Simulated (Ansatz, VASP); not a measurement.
# One calculation of Te, two programs

The input INCAR:

```
  PREC = Accurate
  ENCUT = 520
  EDIFF = 1E-7
  ISMEAR = -1
  SIGMA = 0.05
  LREAL = False
  LASPH = True
  NELM = 80
  ALGO = Normal
  ISIF = 2
  LWAVE = False
  LCHARG = False
  NBANDS = 16
```

Contents of KPOINTS:

```
Automatic mesh
0
Gamma
  8 8 8
```

POSCAR

```
Te
1.0
    4.2341000000     -2.3712000000      0.0000000000
    4.2341000000      2.3712000000      0.0000000000
   -0.1304500000      0.0000000000      3.8782030000
Te
3
Direct
    0.6760000000      0.6760000000      0.6750000000
    0.3240000000      0.3240000000      0.3250000000
    0.0000000000      0.0000000000      0.0000000000
```

Input for Ansatz:

```yaml
crystal:
  lattice:
    - [4.2341, -2.3712, 0.0]
    - [4.2341, 2.3712, 0.0]
    - [-0.13045, 0.0, 3.878203]
  atoms:
    - { symbol: Te, position: [0.676, 0.676, 0.675] }
    - { symbol: Te, position: [0.324, 0.324, 0.325] }
    - { symbol: Te, position: [0.0, 0.0, 0.0] }
kpoints:
  mp_grid: { grid: [8, 8, 8] }
  band_path:
    path:
      - [0.0, 0.0, 0.0]
      - [-0.3284955894, 0.3284955894, 0.0]
      - [-0.6715044106, -0.3284955894, 0.0]
      - [-0.5, -0.5, 0.0]
      - [0.0, 0.0, 0.0]
      - [-0.5, -0.5, 0.5]
      - [-0.6772631612, -0.3227368388, 0.5]
      - [-0.3227368388, 0.3227368388, 0.5]
      - [0.0, 0.0, 0.5]
    npoints: 5
scf:
  occupations: { method: fermi_dirac, width: 0.05 }
hamiltonian:
  xc: lda
  pseudopotentials: { kind: all_electron, lapw: { basis_error: 0.001 } }
output:
  forces: true
  stress: true
  eigenvalues: true
```

Change from the starting cell: zz strain of -2 %.

Alike in both runs: task single point; functional LDA; k mesh 8 × 8 × 8; occupations fermi-dirac, width 0.05 eV; no spin polarisation.

```csv
,VASP,Ansatz
version,VASP 6.6.1,Ansatz 0.2.0
potentials or method,"VASP PAW LDA potentials, release 64 (Te), cutoff 520 eV","all-electron LAPW, scalar-relativistic"
```

```tsv
	VASP	Ansatz	Ansatz less VASP
pressure (GPa)	6.1	6.0	-0.11
traceless stress, the component that is largest in VASP (GPa)	1.24	1.34	+0.099
rms of the force components (eV/Å)	0.234	0.228	-0.0056
```

LDA's correlation is that of Perdew and Zunger in VASP and of Perdew and Wang (1992) in Ansatz. Atom by atom the forces differ by 0.006 eV/Å (rms over components). Ansatz ran all-electron here, and VASP with PAW potentials.

Neither program's run includes spin-orbit coupling.
